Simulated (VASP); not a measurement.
# W (I4/mmm) in VASP: further runs, part 3 of 3

VASP 6.6.1. The steps go on from the part before.

**4. Single point, r2SCAN (strain -0.015 along x and y, +0.015 along z)**

POSCAR

```
W
1.0
    0.0000000000      1.9995500000      2.0604500000
    1.9995500000      0.0000000000      2.0604500000
    1.9995500000      1.9995500000      0.0000000000
W
1
Direct
    0.0000000000      0.0000000000      0.0000000000
```

INCAR.step1

```
SYSTEM = W
ALGO     = Normal         ! electronic algorithm
EDIFF    = 1E-4           ! SCF threshold, eV
ENCUT    = 520            ! plane-wave cutoff, eV
GGA      = PE             ! functional
ISMEAR   = 0              ! smearing method
LASPH    = .TRUE.         ! aspherical terms in the spheres
LCHARG   = .FALSE.        ! write CHGCAR
LREAL    = .FALSE.        ! projectors in reciprocal space
LWAVE    = .TRUE.         ! write WAVECAR
NBANDS   = 13             ! bands
NELM     = 100            ! most SCF steps
PREC     = Accurate       ! precision mode
SIGMA    = 0.15           ! smearing width, eV
```

INCAR.step2

```
SYSTEM = W
ALGO     = Normal         ! electronic algorithm
EDIFF    = 1E-6           ! SCF threshold, eV
ENCUT    = 520            ! plane-wave cutoff, eV
ISIF     = 2              ! what is computed and relaxed
ISMEAR   = 0              ! smearing method
ISTART   = 1            
LASPH    = .TRUE.         ! aspherical terms in the spheres
LCHARG   = .FALSE.        ! write CHGCAR
LMIXTAU  = .TRUE.       
LREAL    = .FALSE.        ! projectors in reciprocal space
LWAVE    = .FALSE.        ! write WAVECAR
METAGGA  = R2SCAN         ! meta-GGA
NBANDS   = 13             ! bands
NELM     = 100            ! most SCF steps
PREC     = Accurate       ! precision mode
SIGMA    = 0.15           ! smearing width, eV
```

KPOINTS

```
k-points
0
G
  20 20 20
  0 0 0
```

Potentials or basis: VASP PAW PBE potentials, release 64 (W_sv).

Launch:

```bash
> cat potpaw_PBE.64/W_sv/POTCAR > POTCAR
> cp INCAR.step1 INCAR
> mpirun -np 1 vasp_std > vasp.out
> cp INCAR.step2 INCAR
> mpirun -np 1 vasp_std > vasp.out
```

OUTCAR:

```text
SYSTEM = W
   EDIFF = 1E-6
   ENCUT = 520
   ISIF = 2
   ISMEAR = 0
   ISTART = 1
   LASPH = .TRUE.
   LREAL = .FALSE.
   METAGGA = R2SCAN
   NELM = 100
   PREC = Accurate

 ion  position               nearest neighbor table
   1  0.000  0.000  0.000-

  LATTYP: Found a body centered tetragonal cell.
 ALAT       =     2.8277907286
 C/A-ratio  =     1.4572860567

  Lattice vectors:

 A1 = (  -1.9995500000,   0.0000000000,   2.0604500000)
 A2 = (   1.9995500000,   0.0000000000,   2.0604500000)
 A3 = (   0.0000000000,   1.9995500000,  -2.0604500000)

Analysis of symmetry for initial positions (statically):
=====================================================================
 Subroutine PRICEL returns:
 Original cell was already a primitive cell.

 Routine SETGRP: Setting up the symmetry group for a
 body centered tetragonal supercell.

 Subroutine GETGRP returns: Found 16 space group operations
 (whereof 16 operations were pure point group operations)
 out of a pool of 16 trial point group operations.

The static configuration has the point symmetry D_4h.

Analysis of symmetry for dynamics (positions and initial velocities):
=====================================================================
 Subroutine PRICEL returns:
 Original cell was already a primitive cell.

 Routine SETGRP: Setting up the symmetry group for a
 body centered tetragonal supercell.

 Subroutine GETGRP returns: Found 16 space group operations
 (whereof 16 operations were pure point group operations)
 out of a pool of 16 trial point group operations.

The dynamic configuration has the point symmetry D_4h.

 Subroutine INISYM returns: Found 16 space group operations
 (whereof 16 operations are pure point group operations),
 and found     1 'primitive' translations

----------------------------------------------------------------------------------------

                                     Primitive cell

  volume of cell :      16.4762
[... 114 lines left out ...]
   AEXX    =    0.0000 exact exchange contribution
   IVDW    =     0    specifies the selected vdW correction
   LEPSILON=     F    determine dielectric tensor
   LRPA    =     F    only Hartree local field effects (RPA)
 non-spin polarized calculation
 Gauss-broadening in eV      SIGMA  =   0.15
  energy-cutoff  :      520.00
  volume of cell :       16.48
 maximum number of plane-waves:       457
 NGX is ok and might be reduce to    24
   NGX = 11   NGY = 11   NGZ = 11

 number of electron      14.0000002 magnetization

 Free energy of the ion-electron system (eV)
  ---------------------------------------------------
  ext. energy  EPLUGINS =         0.00000000
  ---------------------------------------------------
  free energy    TOTEN  =       -50.81214564 eV

  energy without entropy =      -50.79918285  energy(sigma->0) =      -50.80566425

 E-fermi :  10.3242     XC(G=0): -14.7047

 val. band max:       10.3188612829   @ k =   0.3000  -0.0000   0.0500
 cond. band min:      10.3250368778   @ k =   0.5000  -0.0000   0.1500
 fundamental gap:      0.0061755949
 Fermi energy:        10.3241794036

 k-point     1 :       0.0000    0.0000    0.0000
  band No.  band energies     occupation
      1     -65.3416      2.00000
      2     -28.3021      2.00000
      3     -28.2713      2.00000
      4     -28.2713      2.00000
      5       0.8255      2.00000
      6       9.3949      2.00000
      7       9.8679      1.99998
      8       9.8679      1.99998
      9      12.7268      0.00000
     10      13.3975      0.00000
     11      23.6601      0.00000
     12      28.5946      0.00000
     13      29.6656      0.00000
[... 354 lines left out ...]
  band No.  band energies     occupation
      1     -65.2411      2.00000
      2     -29.2998      2.00000
      3     -28.4788      2.00000
      4     -28.3769      2.00000
      5       4.3312      2.00000
      6       9.2551      2.00000
      7       9.4907      2.00000
      8      10.1200      1.94571
      9      14.0957      0.00000
     10      15.0463      0.00000
     11      22.2636      0.00000
     12      25.5197      0.00000
     13      31.1019      0.00000

 [... further k-points ...]

------------------------ aborting loop because EDIFF is reached ----------------------------------------

  FORCE on cell =-STRESS in cart. coord.  units (eV):
  Direction    XX          YY          ZZ          XY          YZ          ZX
  --------------------------------------------------------------------------------------
  -------------------------------------------------------------------------------------
  Total       -0.7495545     -0.7495545      0.3712644      0.0000000     -0.0000000     -0.0000000
  in kB      -72.8881953    -72.8881953     36.1025024      0.0000000     -0.0000000     -0.0000000
  external PRESSURE =     -36.5579627 kB  Pullay stress =       0.0000000 kB

 VOLUME and BASIS-vectors are now :
 -----------------------------------------------------------------------------
  energy-cutoff  :      520.00
  volume of cell :       16.48
      direct lattice vectors                 reciprocal lattice vectors
     0.000000000  1.999550000  2.060450000    -0.250056263  0.250056263  0.242665437
     1.999550000  0.000000000  2.060450000     0.250056263 -0.250056263  0.242665437
     1.999550000  1.999550000  0.000000000     0.250056263  0.250056263 -0.242665437

 POSITION                                       TOTAL-FORCE (eV/Angst)
 -----------------------------------------------------------------------------------
      0.00000      0.00000      0.00000         0.000000     -0.000000      0.000000
 -----------------------------------------------------------------------------------
    total drift:                                0.000000     -0.000000     -0.000000

  FREE ENERGIE OF THE ION-ELECTRON SYSTEM (eV)
  ---------------------------------------------------
  free  energy   TOTEN  =       -50.8121456399 eV

  energy  without entropy=      -50.7991828546  energy(sigma->0) =      -50.80566425
```

OUTCAR.step1:

```text
SYSTEM = W
   EDIFF = 1E-4
   ENCUT = 520
   GGA = PE
   ISMEAR = 0
   LASPH = .TRUE.
[... 602 lines left out ...]
 POSITION                                       TOTAL-FORCE (eV/Angst)
 -----------------------------------------------------------------------------------
      0.00000      0.00000      0.00000         0.000000     -0.000000      0.000000
 -----------------------------------------------------------------------------------
    total drift:                               -0.000000      0.000000      0.000000

  FREE ENERGIE OF THE ION-ELECTRON SYSTEM (eV)
  ---------------------------------------------------
  free  energy   TOTEN  =       -12.4866220523 eV

  energy  without entropy=      -12.4723894621  energy(sigma->0) =      -12.47950576
```

OSZICAR.step1:

```text
N       E                     dE             d eps       ncg     rms          rms(c)
DAV:   1     0.846778610326E+02    0.84678E+02   -0.74393E+03 16698   0.122E+03
DAV:   2    -0.114202202909E+02   -0.96098E+02   -0.92548E+02 18636   0.315E+02
DAV:   3    -0.131054161359E+02   -0.16852E+01   -0.16766E+01 18426   0.401E+01
DAV:   4    -0.131127801818E+02   -0.73640E-02   -0.73638E-02 18631   0.295E+00
DAV:   5    -0.131128459313E+02   -0.65749E-04   -0.65750E-04 18761   0.262E-01    0.189E+01
DAV:   6    -0.126141929864E+02    0.49865E+00   -0.43119E-01 17816   0.867E+00    0.732E+00
DAV:   7    -0.124908470595E+02    0.12335E+00   -0.20787E-01 18766   0.566E+00    0.570E-01
DAV:   8    -0.124866592482E+02    0.41878E-02   -0.40053E-03 16891   0.816E-01    0.696E-02
DAV:   9    -0.124866220523E+02    0.37196E-04   -0.88708E-05 13106   0.114E-01
   1 F= -.12486622E+02 E0= -.12479506E+02  d E =-.142326E-01
```

Wall time 4.7 min (1 thread of Intel Xeon Platinum 8124M at 3.00GHz (Skylake/Cascade Lake), shared host); peak memory 0.25 GiB.

What came out:

* Free energy: -50.8121 eV
* Pressure: -3.7 GPa
* Band gap on the k mesh: zero (bands 7 and 8 overlap by 3.69 eV)

Stress tensor (GPa, compression positive):
```
-7.29  0.00  0.00
 0.00 -7.29  0.00
 0.00  0.00  3.61
```

Caveat: the cell differs from its parent crystal (strain -0.015 along x and y, +0.015 along z); the cell stands under tension; the PAW data sets were made with another functional, which shifts forces and pressure a little; spin-orbit coupling is left out, which moves the levels of the heavy elements.

**5. Single point, r2SCAN (strain -0.015 along x and y, +0.030 along z)**

POSCAR

```
W
1.0
    0.0000000000      1.9995500000      2.0909000000
    1.9995500000      0.0000000000      2.0909000000
    1.9995500000      1.9995500000      0.0000000000
W
1
Direct
    0.0000000000      0.0000000000      0.0000000000
```

INCAR.step1

```
SYSTEM = W
  PREC = Accurate
  ENCUT = 520
  ISMEAR = 0
  SIGMA = 0.15
  LREAL = .FALSE.
  LASPH = .TRUE.
  NELM = 60
  NBANDS = 13
  GGA = PE
  ALGO = Normal
  EDIFF = 1E-4
  LWAVE = .TRUE.
  LCHARG = .FALSE.
```

INCAR.step2

```
SYSTEM = W
  PREC = Accurate
  ENCUT = 520
  EDIFF = 1E-6
  ISMEAR = 0
  SIGMA = 0.15
  LREAL = .FALSE.
  LASPH = .TRUE.
  NELM = 60
  ALGO = Normal
  ISIF = 2
  LWAVE = .FALSE.
  LCHARG = .TRUE.
  METAGGA = R2SCAN
  LMIXTAU = .TRUE.
  LELF = .TRUE.
  LVHAR = .TRUE.
  NBANDS = 13
  ISTART = 1
```

KPOINTS

```
Automatic mesh
0
G
  20 20 20
  0 0 0
```

Potentials or basis: VASP PAW PBE potentials, release 64 (W_sv).

Launch:

```bash
> cat potpaw_PBE.64/W_sv/POTCAR > POTCAR
> cp INCAR.step1 INCAR
> mpirun -np 1 vasp_std > vasp.out
> cp INCAR.step2 INCAR
> mpirun -np 1 vasp_std > vasp.out
```

OUTCAR:

```text
SYSTEM = W
   PREC = Accurate
   ENCUT = 520
   EDIFF = 1E-6
   ISMEAR = 0
   LREAL = .FALSE.
   LASPH = .TRUE.
   NELM = 60
   ISIF = 2
   METAGGA = R2SCAN
   ISTART = 1

 ion  position               nearest neighbor table
   1  0.000  0.000  0.000-

  LATTYP: Found a body centered tetragonal cell.
 ALAT       =     2.8277907286
 C/A-ratio  =     1.4788223038

  Lattice vectors:

[... 564 lines left out ...]
     11      21.9370      0.00000
     12      25.1544      0.00000
     13      30.6490      0.00000

 [... further k-points ...]

------------------------ aborting loop because EDIFF is reached ----------------------------------------

  FORCE on cell =-STRESS in cart. coord.  units (eV):
  Direction    XX          YY          ZZ          XY          YZ          ZX
  --------------------------------------------------------------------------------------
  -------------------------------------------------------------------------------------
  Total       -1.2657071     -1.2657071      0.0998864      0.0000000      0.0000000     -0.0000000
  in kB     -121.2874911   -121.2874911      9.5717048      0.0000000      0.0000000     -0.0000000
  external PRESSURE =     -77.6677591 kB  Pullay stress =       0.0000000 kB

 VOLUME and BASIS-vectors are now :
 -----------------------------------------------------------------------------
  energy-cutoff  :      520.00
  volume of cell :       16.72
      direct lattice vectors                 reciprocal lattice vectors
     0.000000000  1.999550000  2.090900000    -0.250056263  0.250056263  0.239131474
     1.999550000  0.000000000  2.090900000     0.250056263 -0.250056263  0.239131474
     1.999550000  1.999550000  0.000000000     0.250056263  0.250056263 -0.239131474

 POSITION                                       TOTAL-FORCE (eV/Angst)
 -----------------------------------------------------------------------------------
      0.00000      0.00000      0.00000         0.000000      0.000000      0.000000
 -----------------------------------------------------------------------------------
    total drift:                               -0.000000      0.000000      0.000000

  FREE ENERGIE OF THE ION-ELECTRON SYSTEM (eV)
  ---------------------------------------------------
  free  energy   TOTEN  =       -50.8158011384 eV

  energy  without entropy=      -50.8031055810  energy(sigma->0) =      -50.80945336
```

Run time: 5.1 min. Hardware: 1 thread of Intel Xeon Platinum 8124M at 3.00GHz (Skylake/Cascade Lake), shared host; peak memory 0.26 GiB.

What came out:

* Free energy: -50.8158 eV
* Pressure: -7.8 GPa
* Band gap on the k mesh: zero (bands 7 and 8 overlap by 3.61 eV)

Caveat: the cell differs from its parent crystal (strain -0.015 along x and y, +0.030 along z); the cell stands under tension; the PAW data sets were made with another functional, which shifts forces and pressure a little; spin-orbit coupling is left out, which moves the levels of the heavy elements.

**6. Overview**

| cell | gap on the mesh (eV) | pressure (GPa) |
| --- | --- | --- |
| a = 2.849, b = 2.849, c = 2.828 Å, angles 60.3, 60.3, 59.5°, 1 atom | none | 0.7 |
| a = 2.849, b = 2.849, c = 2.871 Å, angles 59.8, 59.8, 60.5°, 1 atom | none | -3.7 |
| a = 2.871, b = 2.871, c = 2.828 Å, angles 60.5, 60.5, 59.0°, 1 atom | none | -3.7 |
| a = 2.893, b = 2.893, c = 2.828 Å, angles 60.7, 60.7, 58.5°, 1 atom | none | -7.8 |

Alike in all rows: task single point; level r2SCAN; potentials or basis VASP PAW PBE potentials, release 64 (W_sv); no spin polarisation; k mesh 20 × 20 × 20; cutoff (eV) 520; smearing gaussian 0.15 eV.

Caveats: the PAW data sets were made with another functional, which shifts forces and pressure a little; spin-orbit coupling is left out, which moves the levels of the heavy elements; the cell stands under tension (at least some runs).

Absolute energies hang on the potentials; compare differences alone.
